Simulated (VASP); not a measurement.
# Mg (P6_3/mmc) in VASP: notebook

Runs on Mg. Level: PBE. Tasks: single point.

Program: VASP 6.6.1. These are calculated values, not measurements. Logs are shortened: lines on timing, memory, paths and dates and some standing lists are left out, and cuts for length are marked.

**1. The cell of the first run**

It takes space group P6_3/mmc (No. 194, hexagonal). The conventional cell has a = 3.237 Å, b = 3.237 Å, c = 5.256 Å, α = 90.00°, β = 90.00°, γ = 120.00°. Mg (site symmetry -6m2) has 12 Mg at 3.22 to 3.24 Å within 4.2 Å.

**2. Single point, PBE (23.85 Å³/atom)**

File INCAR:

```
SYSTEM = Mg
PREC = Accurate ; ENCUT = 520
EDIFF = 1E-6 ; ISMEAR = -1
SIGMA = 0.1 ; LREAL = .False.
LASPH = .True. ; NELM = 80
ALGO = Normal ; ISIF = 2
LWAVE = .False. ; LCHARG = .True.
GGA = PE ; LELF = .True.
LVHAR = .True. ; NBANDS = 9
```

File KPOINTS:

```
Automatic mesh
0
Gamma
  19 19 10
  0 0 0
```

File POSCAR:

```
Mg
1.0
    3.2373601549      0.0000000000      0.0000000000
   -1.6186800774      2.8036361353      0.0000000000
    0.0000000000      0.0000000000      5.2562148238
Mg
2
Direct
    0.3333333333      0.6666666667      0.2500000000
    0.6666666667      0.3333333333      0.7500000000
```

Potentials or basis: VASP PAW PBE potentials, release 64 (Mg).

Command:

```
$ cat potpaw_PBE.64/Mg/POTCAR > POTCAR
$ mpirun -np 1 vasp_std > vasp.out
```

OUTCAR:

```text
SYSTEM = Mg
   PREC = Accurate
   ENCUT = 520
   EDIFF = 1E-6
   ISMEAR = -1
   LREAL = .False.
   LASPH = .True.
   NELM = 80
   ISIF = 2
   GGA = PE

 ion  position               nearest neighbor table
   1  0.333  0.667  0.250-   2 3.22   2 3.22   2 3.22   2 3.22   2 3.22   2 3.22
   2  0.667  0.333  0.750-   1 3.22   1 3.22   1 3.22   1 3.22   1 3.22   1 3.22

  LATTYP: Found a hexagonal cell.
 ALAT       =     3.2373601549
 C/A-ratio  =     1.6236113909

  Lattice vectors:

 A1 = (   3.2373601549,   0.0000000000,   0.0000000000)
 A2 = (  -1.6186800774,   2.8036361353,   0.0000000000)
 A3 = (   0.0000000000,   0.0000000000,   5.2562148238)

Analysis of symmetry for initial positions (statically):
=====================================================================
 Subroutine PRICEL returns:
 Original cell was already a primitive cell.

 Routine SETGRP: Setting up the symmetry group for a
 hexagonal supercell.

 Subroutine GETGRP returns: Found 24 space group operations
 (whereof 12 operations were pure point group operations)
 out of a pool of 24 trial point group operations.

The static configuration has the point symmetry D_3d.
 The point group associated with its full space group is D_6h.

Analysis of symmetry for dynamics (positions and initial velocities):
=====================================================================
 Subroutine PRICEL returns:
 Original cell was already a primitive cell.

 Routine SETGRP: Setting up the symmetry group for a
 hexagonal supercell.

 Subroutine GETGRP returns: Found 24 space group operations
 (whereof 12 operations were pure point group operations)
 out of a pool of 24 trial point group operations.

The dynamic configuration has the point symmetry D_3d.
 The point group associated with its full space group is D_6h.

 Subroutine INISYM returns: Found 24 space group operations
 (whereof 12 operations are pure point group operations),
 and found     1 'primitive' translations

----------------------------------------------------------------------------------------

                                     Primitive cell

  volume of cell :      47.7074

  direct lattice vectors                    reciprocal lattice vectors
     3.237360155  0.000000000  0.000000000     0.308893652  0.178339833  0.000000000
    -1.618680077  2.803636135  0.000000000     0.000000000  0.356679666  0.000000000
     0.000000000  0.000000000  5.256214824     0.000000000  0.000000000  0.190250976

  length of vectors
     3.237360155  3.237360155  5.256214824     0.356679666  0.356679666  0.190250976

  position of ions in fractional coordinates (direct lattice)
     0.333333333  0.666666667  0.250000000
     0.666666667  0.333333333  0.750000000

  ion indices of the primitive-cell ions
   primitive index   ion index
                 1           1
                 2           2

----------------------------------------------------------------------------------------

 KPOINTS: Automatic mesh

Automatic generation of k-mesh.
 Grid dimensions read from file:
 generate k-points for:   19   19   10

 Generating k-lattice:

  Cartesian coordinates                     Fractional coordinates (reciprocal lattice)
     0.016257561  0.009386307  0.000000000     0.052631579  0.000000000  0.000000000
     0.000000000  0.018772614  0.000000000     0.000000000  0.052631579  0.000000000
     0.000000000  0.000000000  0.019025098     0.000000000  0.000000000  0.100000000

  Length of vectors
     0.018772614  0.018772614  0.019025098

  Shift w.r.t. Gamma in fractional coordinates (k-lattice)
     0.000000000  0.000000000  0.000000000

 Subroutine IBZKPT returns following result:
 ===========================================

 Found    240 irreducible k-points:

 Following reciprocal coordinates:
            Coordinates               Weight
  0.000000  0.000000  0.000000      1.000000
  0.052632 -0.000000  0.000000      6.000000
  0.105263 -0.000000  0.000000      6.000000
  0.157895  0.000000  0.000000      6.000000
  0.210526  0.000000  0.000000      6.000000
  0.263158  0.000000  0.000000      6.000000
[... 16 lines left out ...]
  0.263158  0.105263  0.000000     12.000000
  0.315789  0.105263  0.000000     12.000000
 [... further k-points ...]
   k-points           NKPTS =    240   k-points in BZ     NKDIM =    240   number of bands    NBANDS=      9
   number of dos      NEDOS =    301   number of ions     NIONS =      2
   total plane-waves  NPLWV =  23040
   dimension x,y,z NGX =    24 NGY =   24 NGZ =   40
   dimension x,y,z NGXF=    48 NGYF=   48 NGZF=   80
   ions per type =               2
   NGX,Y,Z   is equivalent  to a cutoff of  12.32, 12.32, 12.65 a.u.
   NGXF,Y,Z  is equivalent  to a cutoff of  24.65, 24.65, 25.30 a.u.
 SYSTEM =  Mg
   PREC   = accura    normal or accurate (medium, high low for compatibility)
   ISTART =      0    job   : 0-new  1-cont  2-samecut
   ICHARG =      2    charge: 1-file 2-atom 10-const
   ISPIN  =      1    spin polarized calculation?
   LNONCOLLINEAR =      F non collinear calculations
   LSORBIT =      F    spin-orbit coupling
   LASPH  =      T    aspherical Exc in radial PAW
   ENCUT  =  520.0 eV  38.22 Ry    6.18 a.u.   6.02  6.02  9.77*2*pi/ulx,y,z
   NELM   =     80;   NELMIN=  2; NELMDL= -5     # of ELM steps
   EDIFF  = 0.1E-05   stopping-criterion for ELM
   LREAL  =      F    real-space projection
   EDIFFG = 0.1E-04   stopping-criterion for IOM
   NSW    =      0    number of steps for IOM
   IBRION =     -1    ionic relax: 0-MD 1-quasi-New 2-CG
   NFREE  =      0    steps in history (QN), initial steepest desc. (CG)
   ISIF   =      2    stress and relaxation
   ISYM   =      2    0-nonsym 1-usesym 2-fastsym
   POTIM  = 0.5000    time-step for ionic-motion
   TEBEG  =    0.0;   TEEND  =   0.0 temperature during run
   PSTRESS=    0.0 pullay stress
   NELECT =       4.0000    total number of electrons
   NUPDOWN=      -1.0000    fix difference up-down
   EMIN   =  10.00;   EMAX   =-10.00  energy-range for DOS
   EFERMI =   0.00;   METHOD = LEGACY
   ISMEAR =    -1;   SIGMA  =   0.10  broadening in eV -4-tet -1-fermi 0-gaus
   EFERMI_NEDOS =   21; number of points for ismear=-14 and -15
   IALGO  =     38    algorithm
   IMIX   =      4    mixing-type and parameters
     AMIX     =   0.40;   BMIX     =  1.00
     AMIX_MAG =   1.60;   BMIX_MAG =  1.00
  volume/ion in A,a.u.               =      23.85       160.97
  Fermi-wavevector in a.u.,A,eV,Ry     =   0.716528  1.354041  6.985391  0.513412
  Thomas-Fermi vector in A             =   1.804971
   LORBIT       =      0    0 simple, 1 ext, 2 COOP (PROOUT), +10 PAW based schemes
   GGA     = PE    functional components
   LHFCALC =     F    Hartree Fock is set to
   AEXX    =    0.0000 exact exchange contribution
   IVDW    =     0    specifies the selected vdW correction
   LEPSILON=     F    determine dielectric tensor
   LRPA    =     F    only Hartree local field effects (RPA)
 non-spin polarized calculation
  energy-cutoff  :      520.00
  volume of cell :       47.71
 maximum number of plane-waves:      1310
   NGX = 13   NGY = 13   NGZ = 19

 number of electron       4.0000000 magnetization

 Free energy of the ion-electron system (eV)
  ---------------------------------------------------
  ext. energy  EPLUGINS =         0.00000000
  ---------------------------------------------------
  free energy    TOTEN  =        -3.01633243 eV

  energy without entropy =       -2.98636179  energy(sigma->0) =       -3.00134711

 E-fermi :   2.4409     XC(G=0):  -8.3734

 val. band max:        2.4323708415   @ k =   0.3158   0.2632   0.2000
 cond. band min:       2.4433719714   @ k =   0.2632   0.0000   0.0000
 fundamental gap:      0.0110011299
 Fermi energy:         2.4409173373

 k-point     1 :       0.0000    0.0000    0.0000
  band No.  band energies     occupation
      1      -4.3315      2.00000
      2       0.8163      2.00000
      3       1.1919      1.99999
      4      13.1556      0.00000
      5      13.1556      0.00000
      6      13.1925      0.00000
      7      13.1925      0.00000
      8      14.0475      0.00000
      9      15.5101      0.00000

 k-point     2 :       0.0526   -0.0000    0.0000
  band No.  band energies     occupation
      1      -4.2783      2.00000
      2       0.8650      2.00000
      3       1.2438      1.99999
      4      11.8197      0.00000
      5      12.3655      0.00000
      6      13.1226      0.00000
      7      14.0626      0.00000
      8      14.6481      0.00000
      9      16.1172      0.00000

 k-point     3 :       0.1053   -0.0000    0.0000
  band No.  band energies     occupation
      1      -4.1190      2.00000
      2       1.0113      2.00000
      3       1.3990      1.99994
      4      10.2371      0.00000
      5      11.6453      0.00000
      6      12.4526      0.00000
      7      14.8506      0.00000
      8      14.8648      0.00000
      9      14.9882      0.00000

 k-point     4 :       0.1579    0.0000    0.0000
  band No.  band energies     occupation
      1      -3.8540      2.00000
      2       1.2552      1.99999
      3       1.6553      1.99923
      4       8.6802      0.00000
      5      11.0152      0.00000
      6      11.7064      0.00000
      7      13.3327      0.00000
      8      14.0234      0.00000
      9      15.5441      0.00000

 k-point     5 :       0.2105    0.0000    0.0000
  band No.  band energies     occupation
      1      -3.4843      2.00000
      2       1.5969      1.99957
      3       2.0076      1.97408
      4       7.1941      0.00000
      5      10.4757      0.00000
      6      10.9305      0.00000
      7      11.8474      0.00000
      8      12.9747      0.00000
      9      14.9883      0.00000

 k-point     6 :       0.2632    0.0000    0.0000
  band No.  band energies     occupation
      1      -3.0108      2.00000
      2       2.0364      1.96560
      3       2.4434      0.98773
      4       5.8024      0.00000
      5      10.0268      0.00000
      6      10.0949      0.00000
      7      10.4389      0.00000
      8      12.0583      0.00000
      9      14.4858      0.00000
[... 169 lines left out ...]
 k-point    21 :       0.1579    0.1053    0.0000
  band No.  band energies     occupation
      1      -3.3262      2.00000
      2       1.7434      1.99813
      3       2.1569      1.88962
      4       7.3153      0.00000
      5       8.2555      0.00000
      6      11.9124      0.00000
      7      12.3416      0.00000
      8      13.0921      0.00000
      9      13.4888      0.00000

 k-point    22 :       0.2105    0.1053    0.0000
  band No.  band energies     occupation
      1      -2.8535      2.00000
      2       2.1829      1.85915
      3       2.5880      0.37357
      4       5.9363      0.00000
      5       7.7460      0.00000
      6      10.5567      0.00000
      7      11.1683      0.00000
      8      12.5390      0.00000
      9      13.1027      0.00000

 k-point    23 :       0.2632    0.1053    0.0000
  band No.  band energies     occupation
      1      -2.2789      2.00000
      2       2.7203      0.11536
      3       3.0413      0.00493
      4       4.7053      0.00000
      5       7.3228      0.00000
      6       9.2538      0.00000
      7      10.0309      0.00000
      8      12.1205      0.00000
      9      12.7730      0.00000

 k-point    24 :       0.3158    0.1053    0.0000
  band No.  band energies     occupation
      1      -1.6043      2.00000
      2       2.9692      0.01010
      3       3.3551      0.00021
      4       4.1701      0.00000
      5       6.9610      0.00000
      6       8.0357      0.00000
      7       8.9886      0.00000
      8      11.8122      0.00000
      9      12.5188      0.00000

 [... further k-points ...]
[... 5 lines left out ...]
  --------------------------------------------------------------------------------------
  -------------------------------------------------------------------------------------
  Total       -0.4122054     -0.4122054     -0.3976501     -0.0000000      0.0000000      0.0000000
  in kB      -13.8432638    -13.8432638    -13.3544473     -0.0000000      0.0000000      0.0000000
  external PRESSURE =     -13.6803249 kB  Pullay stress =       0.0000000 kB

 VOLUME and BASIS-vectors are now :
 -----------------------------------------------------------------------------
  energy-cutoff  :      520.00
  volume of cell :       47.71
      direct lattice vectors                 reciprocal lattice vectors
     3.237360155  0.000000000  0.000000000     0.308893652  0.178339833  0.000000000
    -1.618680077  2.803636135  0.000000000     0.000000000  0.356679666  0.000000000
     0.000000000  0.000000000  5.256214824     0.000000000  0.000000000  0.190250976

 POSITION                                       TOTAL-FORCE (eV/Angst)
 -----------------------------------------------------------------------------------
     -0.00000      1.86909      1.31405         0.000000     -0.000000      0.000000
      1.61868      0.93455      3.94216        -0.000000      0.000000      0.000000
 -----------------------------------------------------------------------------------
    total drift:                                0.000000     -0.000000      0.000000

  FREE ENERGIE OF THE ION-ELECTRON SYSTEM (eV)
  ---------------------------------------------------
  free  energy   TOTEN  =        -3.0163324295 eV

  energy  without entropy=       -2.9863617926  energy(sigma->0) =       -3.00134711
```

Wall time 78 s (1 thread of Intel Xeon 8259CL, shared host); peak memory 0.23 GiB.

What came out:

| Quantity | Value |
| --- | --- |
| Free energy | -3.0163 eV |
| Pressure | -1.4 GPa |
| Band gap on the k mesh | zero (bands 2 and 3 overlap by 2.19 eV) |

(Part 1 of 2 ends here.)
